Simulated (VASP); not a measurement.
# YbB (Immm) in VASP: single point with r2SCAN

Aim: the single point of YbB with r2SCAN.

All numbers are computed with VASP 6.6.1; they aren't measurements. Logs are shortened: lines on timing, memory, paths and dates and some standing lists are left out, and cuts for length are marked.

### Step 1. The cell of the first run

The structure is orthorhombic, space group Immm (No. 71). The conventional cell has a = 3.679 Å, b = 3.753 Å, c = 5.255 Å, α = 90.00°, β = 90.00°, γ = 90.00°. Within 3.5 Å of Yb (site symmetry mmm) lie 6 B at 2.63 Å. B (site symmetry mmm) has 6 Yb at 2.63 Å within 3.5 Å.

### Step 2. Single point, r2SCAN

Contents of POSCAR:

```
YbB
1.0
    0.0000000000      2.6538996486      2.6538996486
    2.6276234145      0.0262762341      2.6276234145
    2.6276234145      2.6276234145      0.0262762341
Yb B
1 1
Direct
    0.5000000000      0.5000000000      0.5000000000
    0.0000000000      0.0000000000      0.0000000000
```

Contents of INCAR.step1:

```
SYSTEM = YbB
PREC = Accurate ; ENCUT = 520
ISMEAR = 0 ; SIGMA = 0.05
LREAL = .False. ; LASPH = .True.
NELM = 100 ; NBANDS = 20
GGA = PE ; ALGO = Normal
EDIFF = 1E-4 ; LWAVE = .True.
LCHARG = .False.
```

Contents of INCAR.step2:

```
SYSTEM = YbB
PREC = Accurate ; ENCUT = 520
EDIFF = 1E-6 ; ISMEAR = 0
SIGMA = 0.05 ; LREAL = .False.
LASPH = .True. ; NELM = 100
ALGO = Normal ; ISIF = 2
LWAVE = .False. ; LCHARG = .False.
METAGGA = R2SCAN ; LMIXTAU = .True.
NBANDS = 20 ; ISTART = 1
```

Contents of KPOINTS:

```
regular mesh
0
Gamma
  12 12 12
  0 0 0
```

Potentials or basis: VASP PAW PBE potentials, release 64 (Yb, B).

The run is started by

```console
$ cat potpaw_PBE.64/Yb/POTCAR potpaw_PBE.64/B/POTCAR > POTCAR
$ cp INCAR.step1 INCAR
$ mpirun -np 1 vasp_std > vasp.out
$ cp INCAR.step2 INCAR
$ mpirun -np 1 vasp_std > vasp.out
```

OUTCAR:

```text
SYSTEM = YbB
   PREC = Accurate
   ENCUT = 520
   EDIFF = 1E-6
   ISMEAR = 0
   LREAL = .False.
   LASPH = .True.
   NELM = 100
   ISIF = 2
   METAGGA = R2SCAN
   ISTART = 1

 ion  position               nearest neighbor table
   1  0.500  0.500  0.500-   2 2.63   2 2.63   2 2.63   2 2.63   2 2.63   2 2.63
   2  0.000  0.000  0.000-   1 2.63   1 2.63   1 2.63   1 2.63   1 2.63   1 2.63

  LATTYP: Found a body centered orthorhombic cell.
 ALAT       =     3.6788604630
 B/A-ratio  =     1.0202020202
 C/A-ratio  =     1.4284985478

  Lattice vectors:

 A1 = (  -2.6276234145,   2.6276234145,   0.0262762341)
 A2 = (  -2.6276234145,  -2.6276234145,  -0.0262762341)
 A3 = (   2.6276234145,   0.0262762341,   2.6276234145)

Analysis of symmetry for initial positions (statically):
=====================================================================
 Subroutine PRICEL returns:
 Original cell was already a primitive cell.

 Routine SETGRP: Setting up the symmetry group for a
 body centered orthorhombic supercell.

 Subroutine GETGRP returns: Found  8 space group operations
 (whereof  8 operations were pure point group operations)
 out of a pool of  8 trial point group operations.

The static configuration has the point symmetry D_2h.

Analysis of symmetry for dynamics (positions and initial velocities):
=====================================================================
 Subroutine PRICEL returns:
 Original cell was already a primitive cell.

 Routine SETGRP: Setting up the symmetry group for a
 body centered orthorhombic supercell.

 Subroutine GETGRP returns: Found  8 space group operations
 (whereof  8 operations were pure point group operations)
 out of a pool of  8 trial point group operations.

The dynamic configuration has the point symmetry D_2h.

 Subroutine INISYM returns: Found  8 space group operations
 (whereof  8 operations are pure point group operations),
 and found     1 'primitive' translations

----------------------------------------------------------------------------------------

                                     Primitive cell

  volume of cell :      36.2807

  direct lattice vectors                    reciprocal lattice vectors
     0.000000000  2.653899649  2.653899649    -0.190286019  0.188401999  0.188401999
     2.627623414  0.026276234  2.627623414     0.190286019 -0.192208100  0.192208100
[... 80 lines left out ...]
   LNONCOLLINEAR =      F non collinear calculations
   LSORBIT =      F    spin-orbit coupling
   LASPH  =      T    aspherical Exc in radial PAW
   ENCUT  =  520.0 eV  38.22 Ry    6.18 a.u.   6.98  6.91  6.91*2*pi/ulx,y,z
   NELM   =    100;   NELMIN=  2; NELMDL=  0     # of ELM steps
   EDIFF  = 0.1E-05   stopping-criterion for ELM
   LREAL  =      F    real-space projection
   EDIFFG = 0.1E-04   stopping-criterion for IOM
   NSW    =      0    number of steps for IOM
   IBRION =     -1    ionic relax: 0-MD 1-quasi-New 2-CG
   NFREE  =      0    steps in history (QN), initial steepest desc. (CG)
   ISIF   =      2    stress and relaxation
   ISYM   =      2    0-nonsym 1-usesym 2-fastsym
   POTIM  = 0.5000    time-step for ionic-motion
   TEBEG  =    0.0;   TEEND  =   0.0 temperature during run
   PSTRESS=    0.0 pullay stress
   NELECT =      27.0000    total number of electrons
   NUPDOWN=      -1.0000    fix difference up-down
   EMIN   =  10.00;   EMAX   =-10.00  energy-range for DOS
   EFERMI =   0.00;   METHOD = LEGACY
   ISMEAR =     0;   SIGMA  =   0.05  broadening in eV -4-tet -1-fermi 0-gaus
   EFERMI_NEDOS =   21; number of points for ismear=-14 and -15
   IALGO  =     38    algorithm
   IMIX   =      4    mixing-type and parameters
     AMIX     =   0.40;   BMIX     =  1.00
     AMIX_MAG =   1.60;   BMIX_MAG =  1.00
  volume/ion in A,a.u.               =      18.14       122.42
  Fermi-wavevector in a.u.,A,eV,Ry     =   1.483557  2.803515 29.945608  2.200940
  Thomas-Fermi vector in A             =   2.597203
   LORBIT       =      0    0 simple, 1 ext, 2 COOP (PROOUT), +10 PAW based schemes
   METAGGA = R2SCAN    functional components
   LHFCALC =     F    Hartree Fock is set to
   AEXX    =    0.0000 exact exchange contribution
   IVDW    =     0    specifies the selected vdW correction
   LEPSILON=     F    determine dielectric tensor
   LRPA    =     F    only Hartree local field effects (RPA)
 non-spin polarized calculation
 Gauss-broadening in eV      SIGMA  =   0.05
  energy-cutoff  :      520.00
  volume of cell :       36.28
 maximum number of plane-waves:       991
   NGX = 13   NGY = 13   NGZ = 13

 number of electron      27.0000006 magnetization

 Free energy of the ion-electron system (eV)
  ---------------------------------------------------
  ext. energy  EPLUGINS =         0.00000000
  ---------------------------------------------------
  free energy    TOTEN  =       -41.93570158 eV

  energy without entropy =      -41.93319800  energy(sigma->0) =      -41.93444979

 E-fermi :   1.9883     XC(G=0): -11.5814

 val. band max:        1.9871082504   @ k =   0.5000   0.3333   0.1667
 cond. band min:       1.9890356142   @ k =  -0.4167   0.0833   0.0833
 fundamental gap:      0.0019273637
 Fermi energy:         1.9883424812

 k-point     1 :       0.0000    0.0000    0.0000
  band No.  band energies     occupation
      1     -50.6894      2.00000
      2     -22.0956      2.00000
      3     -22.0870      2.00000
      4     -22.0800      2.00000
      5      -6.4507      2.00000
      6       1.1909      2.00000
[... 541 lines left out ...]
     19       9.9725      0.00000
     20      11.2827      0.00000

 [... further k-points ...]

------------------------ aborting loop because EDIFF is reached ----------------------------------------

  FORCE on cell =-STRESS in cart. coord.  units (eV):
  Direction    XX          YY          ZZ          XY          YZ          ZX
  --------------------------------------------------------------------------------------
  -------------------------------------------------------------------------------------
  Total        0.0454287      0.0220797      0.0220797      0.0000000      0.0708374      0.0000000
  in kB        2.0061557      0.9750527      0.9750527      0.0000000      3.1282198      0.0000000
  external PRESSURE =       1.3187537 kB  Pullay stress =       0.0000000 kB

 VOLUME and BASIS-vectors are now :
 -----------------------------------------------------------------------------
  energy-cutoff  :      520.00
  volume of cell :       36.28
      direct lattice vectors                 reciprocal lattice vectors
     0.000000000  2.653899649  2.653899649    -0.190286019  0.188401999  0.188401999
     2.627623414  0.026276234  2.627623414     0.190286019 -0.192208100  0.192208100
     2.627623414  2.627623414  0.026276234     0.190286019  0.192208100 -0.192208100

 POSITION                                       TOTAL-FORCE (eV/Angst)
 -----------------------------------------------------------------------------------
      2.62762      2.65390      2.65390         0.000000     -0.000000      0.000000
      0.00000      0.00000      0.00000        -0.000000      0.000000     -0.000000
 -----------------------------------------------------------------------------------
    total drift:                                0.000000      0.000000      0.000000

  FREE ENERGIE OF THE ION-ELECTRON SYSTEM (eV)
  ---------------------------------------------------
  free  energy   TOTEN  =       -41.9357015751 eV

  energy  without entropy=      -41.9331979957  energy(sigma->0) =      -41.93444979
```

OUTCAR.step1:

```text
SYSTEM = YbB
   PREC = Accurate
   ENCUT = 520
   ISMEAR = 0
   LREAL = .False.
   LASPH = .True.
[... 775 lines left out ...]
      2.62762      2.65390      2.65390        -0.000000     -0.000000      0.000000
      0.00000      0.00000      0.00000         0.000000      0.000000     -0.000000
 -----------------------------------------------------------------------------------
    total drift:                                0.000000      0.000000      0.000000

  FREE ENERGIE OF THE ION-ELECTRON SYSTEM (eV)
  ---------------------------------------------------
  free  energy   TOTEN  =        -9.1514517000 eV

  energy  without entropy=       -9.1489206168  energy(sigma->0) =       -9.15018616
```

OSZICAR.step1:

```text
N       E                     dE             d eps       ncg     rms          rms(c)
DAV:   1     0.136172745711E+03    0.13617E+03   -0.96778E+03 14704   0.863E+03
DAV:   2     0.980313550447E+01   -0.12637E+03   -0.12128E+03 14172   0.648E+02
DAV:   3    -0.857176355550E+01   -0.18375E+02   -0.17831E+02 16320   0.131E+02
[... 13 lines left out ...]
DAV:  17    -0.914968682681E+01    0.71158E-02   -0.23432E-02 21580   0.730E+00    0.253E+01
DAV:  18    -0.915104659997E+01   -0.13598E-02   -0.66276E-03 21604   0.124E+00    0.260E+01
DAV:  19    -0.915126337141E+01   -0.21677E-03   -0.42859E-04 18060   0.194E-01    0.263E+01
DAV:  20    -0.915139269070E+01   -0.12932E-03   -0.17334E-05  8112   0.133E-01    0.264E+01
DAV:  21    -0.915145169996E+01   -0.59009E-04   -0.76221E-06  7228   0.615E-02
   1 F= -.91514517E+01 E0= -.91501862E+01  d E =-.253108E-02
```

It took 11 min on 1 thread of Intel Xeon 6975P-C (Granite Rapids), shared host; peak memory 0.36 GiB.

What came out:

```yaml
Free_energy: -41.9357 eV
Pressure: 0.1 GPa
Band_gap_on_the_k_mesh: zero (an odd number of electrons rules out a gap without spin polarisation)
```

Levels at points of the mesh, in eV from the Fermi level:
| k point | band 11 | band 12 | band 13 | band 14 | band 15 | band 16 | band 17 | band 18 |
| --- | --- | --- | --- | --- | --- | --- | --- | --- |
| (0.00, 0.00, 0.00) | -0.47 | -0.47 | 3.03 | 3.09 | 3.16 | 3.67 | 3.79 | 3.93 |
| (0.50, 0.00, 0.00) | -0.53 | -0.48 | -0.47 | -0.27 | -0.15 | 7.09 | 7.28 | 7.33 |
| (0.00, 0.50, 0.00) | -0.52 | -0.48 | -0.47 | -0.38 | -0.26 | 7.17 | 7.23 | 7.28 |
| (0.50, 0.50, 0.00) | -0.53 | -0.53 | -0.50 | 0.95 | 1.79 | 1.80 | 7.02 | 7.95 |
| (0.00, 0.50, 0.50) | -0.54 | -0.53 | -0.50 | 0.95 | 1.70 | 1.90 | 7.03 | 8.01 |

Caveat: the PAW data sets were made with another functional, which shifts forces and pressure a little; spin-orbit coupling is left out, which moves the levels of the heavy elements.
